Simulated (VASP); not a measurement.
# AlRu (rocksalt type) (Fm-3m) in VASP: further runs

AlRu (rocksalt type) is run at these levels: LDA; tasks: single point.

Program: VASP 6.6.1. These are calculated values, not measurements. Logs are shortened: lines on timing, memory, paths and dates and some standing lists are left out, and cuts for length are marked.

## 1. The cell of the first run

Symmetry: Fm-3m, No. 225, cubic system. Conventional cell: a = 4.539 Å, b = 4.539 Å, c = 4.539 Å, α = 90.00°, β = 90.00°, γ = 90.00°. Ru (site symmetry m-3m) has 6 Al at 2.27 Å within 3.0 Å. Al (site symmetry m-3m) has 6 Ru at 2.27 Å within 3.0 Å.

## 2. Single point, LDA (volume scaled by 0.8)

INCAR reads:

```
SYSTEM = AlRu
PREC = Accurate
ENCUT = 520
EDIFF = 1E-6
ISMEAR = -1
SIGMA = 0.05
LREAL = .FALSE.
LASPH = .TRUE.
NELM = 60
ALGO = Normal
ISIF = 2
LWAVE = .FALSE.
LCHARG = .TRUE.
LELF = .TRUE.
LVHAR = .TRUE.
NBANDS = 16
```

KPOINTS reads:

```
regular mesh
0
G
  14 14 14
  0 0 0
```

POSCAR reads:

```
AlRu
1.0
    0.0000000000      2.2696373652      2.2696373652
    2.2696373652      0.0000000000      2.2696373652
    2.2696373652      2.2696373652      0.0000000000
Ru Al
1 1
Direct
    0.0000000000      0.0000000000      0.0000000000
    0.5000000000      0.5000000000      0.5000000000
```

Potentials or basis: VASP PAW LDA potentials, release 64 (Ru_pv, Al).

Started as:

```
cat potpaw_LDA.64/Ru_pv/POTCAR potpaw_LDA.64/Al/POTCAR > POTCAR
mpirun -np 1 vasp_std > vasp.out
```

OUTCAR:

```text
SYSTEM = AlRu
   PREC = Accurate
   ENCUT = 520
   EDIFF = 1E-6
   ISMEAR = -1
   LREAL = .FALSE.
   LASPH = .TRUE.
   NELM = 60
   ISIF = 2

 ion  position               nearest neighbor table
   1  0.000  0.000  0.000-   2 2.27   2 2.27   2 2.27   2 2.27   2 2.27   2 2.27
   2  0.500  0.500  0.500-   1 2.27   1 2.27   1 2.27   1 2.27   1 2.27   1 2.27

  LATTYP: Found a face centered cubic cell.
 ALAT       =     4.5392747304

  Lattice vectors:

 A1 = (   0.0000000000,   2.2696373652,   2.2696373652)
 A2 = (   2.2696373652,   0.0000000000,   2.2696373652)
 A3 = (   2.2696373652,   2.2696373652,   0.0000000000)

Analysis of symmetry for initial positions (statically):
=====================================================================
 Subroutine PRICEL returns:
 Original cell was already a primitive cell.

 Routine SETGRP: Setting up the symmetry group for a
 face centered cubic supercell.

 Subroutine GETGRP returns: Found 48 space group operations
 (whereof 48 operations were pure point group operations)
 out of a pool of 48 trial point group operations.

The static configuration has the point symmetry O_h .

Analysis of symmetry for dynamics (positions and initial velocities):
=====================================================================
 Subroutine PRICEL returns:
 Original cell was already a primitive cell.

 Routine SETGRP: Setting up the symmetry group for a
 face centered cubic supercell.

 Subroutine GETGRP returns: Found 48 space group operations
 (whereof 48 operations were pure point group operations)
 out of a pool of 48 trial point group operations.

The dynamic configuration has the point symmetry O_h .

 Subroutine INISYM returns: Found 48 space group operations
 (whereof 48 operations are pure point group operations),
 and found     1 'primitive' translations

----------------------------------------------------------------------------------------

                                     Primitive cell

  volume of cell :      23.3830

  direct lattice vectors                    reciprocal lattice vectors
     0.000000000  2.269637365  2.269637365    -0.220299510  0.220299510  0.220299510
     2.269637365  0.000000000  2.269637365     0.220299510 -0.220299510  0.220299510
     2.269637365  2.269637365  0.000000000     0.220299510  0.220299510 -0.220299510

  length of vectors
     3.209751944  3.209751944  3.209751944     0.381569945  0.381569945  0.381569945

  position of ions in fractional coordinates (direct lattice)
[... 73 lines left out ...]
   ISPIN  =      1    spin polarized calculation?
   LNONCOLLINEAR =      F non collinear calculations
   LSORBIT =      F    spin-orbit coupling
   LASPH  =      T    aspherical Exc in radial PAW
   ENCUT  =  520.0 eV  38.22 Ry    6.18 a.u.   5.97  5.97  5.97*2*pi/ulx,y,z
   NELM   =     60;   NELMIN=  2; NELMDL= -5     # of ELM steps
   EDIFF  = 0.1E-05   stopping-criterion for ELM
   LREAL  =      F    real-space projection
   EDIFFG = 0.1E-04   stopping-criterion for IOM
   NSW    =      0    number of steps for IOM
   IBRION =     -1    ionic relax: 0-MD 1-quasi-New 2-CG
   NFREE  =      0    steps in history (QN), initial steepest desc. (CG)
   ISIF   =      2    stress and relaxation
   ISYM   =      2    0-nonsym 1-usesym 2-fastsym
   POTIM  = 0.5000    time-step for ionic-motion
   TEBEG  =    0.0;   TEEND  =   0.0 temperature during run
   PSTRESS=    0.0 pullay stress
   NELECT =      17.0000    total number of electrons
   NUPDOWN=      -1.0000    fix difference up-down
   EMIN   =  10.00;   EMAX   =-10.00  energy-range for DOS
   EFERMI =   0.00;   METHOD = LEGACY
   ISMEAR =    -1;   SIGMA  =   0.05  broadening in eV -4-tet -1-fermi 0-gaus
   EFERMI_NEDOS =   21; number of points for ismear=-14 and -15
   IALGO  =     38    algorithm
   IMIX   =      4    mixing-type and parameters
     AMIX     =   0.40;   BMIX     =  1.00
     AMIX_MAG =   1.60;   BMIX_MAG =  1.00
  volume/ion in A,a.u.               =      11.69        78.90
  Fermi-wavevector in a.u.,A,eV,Ry     =   1.472057  2.781785 29.483175  2.166952
  Thomas-Fermi vector in A             =   2.587118
   LORBIT       =      0    0 simple, 1 ext, 2 COOP (PROOUT), +10 PAW based schemes
   GGA     = CA    functional components
   LHFCALC =     F    Hartree Fock is set to
   AEXX    =    0.0000 exact exchange contribution
   IVDW    =     0    specifies the selected vdW correction
   LEPSILON=     F    determine dielectric tensor
   LRPA    =     F    only Hartree local field effects (RPA)
 non-spin polarized calculation
  energy-cutoff  :      520.00
  volume of cell :       23.38
 maximum number of plane-waves:       640
   NGX = 11   NGY = 11   NGZ = 11

 number of electron      17.0000006 magnetization

 Free energy of the ion-electron system (eV)
  ---------------------------------------------------
  ext. energy  EPLUGINS =         0.00000000
  ---------------------------------------------------
  free energy    TOTEN  =       -13.58708557 eV

  energy without entropy =      -13.57410767  energy(sigma->0) =      -13.58059662

 E-fermi :  12.9911     XC(G=0): -13.4015

 val. band max:       12.9875044926   @ k =   0.5000   0.2857   0.0714
 cond. band min:      13.0412146034   @ k =  -0.2857   0.2143   0.0000
 fundamental gap:      0.0537101108
 Fermi energy:        12.9910575323

 k-point     1 :       0.0000    0.0000    0.0000
  band No.  band energies     occupation
      1     -28.9524      2.00000
      2     -28.9524      2.00000
      3     -28.9524      2.00000
      4       2.2481      2.00000
      5       9.8037      2.00000
      6       9.8037      2.00000
[... 433 lines left out ...]
      3     -28.9831      2.00000
      4       4.0406      2.00000
      5       8.7723      2.00000
      6       9.1746      2.00000
[... 8 lines left out ...]
     15      25.2209      0.00000
     16      26.7324      0.00000

 [... further k-points ...]
[... 5 lines left out ...]
  --------------------------------------------------------------------------------------
  -------------------------------------------------------------------------------------
  Total        8.8019306      8.8019306      8.8019306      0.0000000     -0.0000000     -0.0000000
  in kB      603.0996979    603.0996979    603.0996979      0.0000000     -0.0000000     -0.0000000
  external PRESSURE =     603.0996979 kB  Pullay stress =       0.0000000 kB

 VOLUME and BASIS-vectors are now :
 -----------------------------------------------------------------------------
  energy-cutoff  :      520.00
  volume of cell :       23.38
      direct lattice vectors                 reciprocal lattice vectors
     0.000000000  2.269637365  2.269637365    -0.220299510  0.220299510  0.220299510
     2.269637365  0.000000000  2.269637365     0.220299510 -0.220299510  0.220299510
     2.269637365  2.269637365  0.000000000     0.220299510  0.220299510 -0.220299510

 POSITION                                       TOTAL-FORCE (eV/Angst)
 -----------------------------------------------------------------------------------
      0.00000      0.00000      0.00000         0.000000      0.000000     -0.000000
      2.26964      2.26964      2.26964        -0.000000     -0.000000      0.000000
 -----------------------------------------------------------------------------------
    total drift:                                0.000000     -0.000000     -0.000000

  FREE ENERGIE OF THE ION-ELECTRON SYSTEM (eV)
  ---------------------------------------------------
  free  energy   TOTEN  =       -13.5870855731 eV

  energy  without entropy=      -13.5741076699  energy(sigma->0) =      -13.58059662
```

OSZICAR:

```text
N       E                     dE             d eps       ncg     rms          rms(c)
DAV:   1     0.124776654591E+03    0.12478E+03   -0.89975E+03  3336   0.102E+03
DAV:   2    -0.118886976736E+02   -0.13667E+03   -0.12997E+03  3896   0.303E+02
DAV:   3    -0.138038167743E+02   -0.19151E+01   -0.19088E+01  4000   0.380E+01
DAV:   4    -0.138130976981E+02   -0.92809E-02   -0.92805E-02  4128   0.291E+00
DAV:   5    -0.138131889689E+02   -0.91271E-04   -0.91271E-04  4072   0.283E-01    0.159E+01
DAV:   6    -0.136079425778E+02    0.20525E+00   -0.60609E-01  3560   0.856E+00    0.542E+00
DAV:   7    -0.135924714913E+02    0.15471E-01   -0.35961E-02  3520   0.215E+00    0.366E+00
DAV:   8    -0.135871036141E+02    0.53679E-02   -0.43099E-03  3704   0.492E-01    0.269E-01
DAV:   9    -0.135870899990E+02    0.13615E-04   -0.13710E-04  4472   0.104E-01    0.926E-02
DAV:  10    -0.135870858177E+02    0.41813E-05   -0.11625E-05  3704   0.278E-02    0.111E-02
DAV:  11    -0.135870855731E+02    0.24457E-06   -0.34974E-07  2744   0.508E-03
   1 F= -.13587086E+02 E0= -.13580597E+02  d E =-.129779E-01
```

Wall time 42 s (1 thread of Intel Xeon 8259CL, shared host); peak memory 0.15 GiB.

What came out:

| Item | Value |
| --- | --- |
| Free energy | -13.5871 eV |
| Pressure | 60.3 GPa |

Levels at points of the mesh, in eV from the Fermi level:
| k point | band 7 | band 8 | band 9 | band 10 | band 11 | band 12 |
| --- | --- | --- | --- | --- | --- | --- |
| (0.00, 0.00, 0.00) | -3.19 | -2.57 | -2.57 | 8.04 | 8.04 | 8.04 |
| (0.50, 0.00, 0.00) | -3.97 | -0.50 | -0.50 | 2.11 | 7.91 | 8.84 |
| (0.50, 0.50, 0.00) | -1.44 | 0.11 | 0.11 | 3.01 | 3.01 | 3.21 |

## 3. Single point, LDA (volume scaled by 0.88)

INCAR reads:

```
ALGO = Normal ; EDIFF = 1E-6
ENCUT = 520 ; ISIF = 2
ISMEAR = -1 ; LASPH = True
LCHARG = False ; LREAL = False
LWAVE = False ; NBANDS = 16
NELM = 80 ; PREC = Accurate
SIGMA = 0.05
```

KPOINTS reads:

```
k-points
0
Gamma
  14 14 14
```

POSCAR reads:

```
AlRu
1.0
    0.0000000000      2.3429015214      2.3429015214
    2.3429015214      0.0000000000      2.3429015214
    2.3429015214      2.3429015214      0.0000000000
Ru Al
1 1
Direct
    0.0000000000      0.0000000000      0.0000000000
    0.5000000000      0.5000000000      0.5000000000
```

Potentials or basis: VASP PAW LDA potentials, release 64 (Ru_pv, Al).

Started as:

```
cat potpaw_LDA.64/Ru_pv/POTCAR potpaw_LDA.64/Al/POTCAR > POTCAR
mpirun -np 1 vasp_std > vasp.out
```

Run time: 76 s. Hardware: 1 thread of Intel Xeon 8259CL, shared host; peak memory 0.17 GiB.

It converged, with:

```
Free energy : -14.2194 eV
Pressure    : 28.5 GPa
```

Levels at points of the mesh, in eV from the Fermi level:
| k point | band 5 | band 6 | band 7 | band 8 | band 9 | band 10 | band 11 | band 12 | band 13 | band 14 |
| --- | --- | --- | --- | --- | --- | --- | --- | --- | --- | --- |
| (0.00, 0.00, 0.00) | -2.71 | -2.71 | -2.71 | -2.22 | -2.22 | 7.49 | 7.49 | 7.49 | 10.11 | 12.20 |
| (0.50, 0.00, 0.00) | -4.74 | -3.52 | -3.52 | -0.42 | -0.42 | 1.78 | 7.75 | 8.54 | 8.54 | 12.20 |
| (0.50, 0.50, 0.00) | -4.59 | -2.83 | -1.24 | 0.11 | 0.11 | 2.78 | 2.78 | 2.80 | 10.81 | 11.69 |
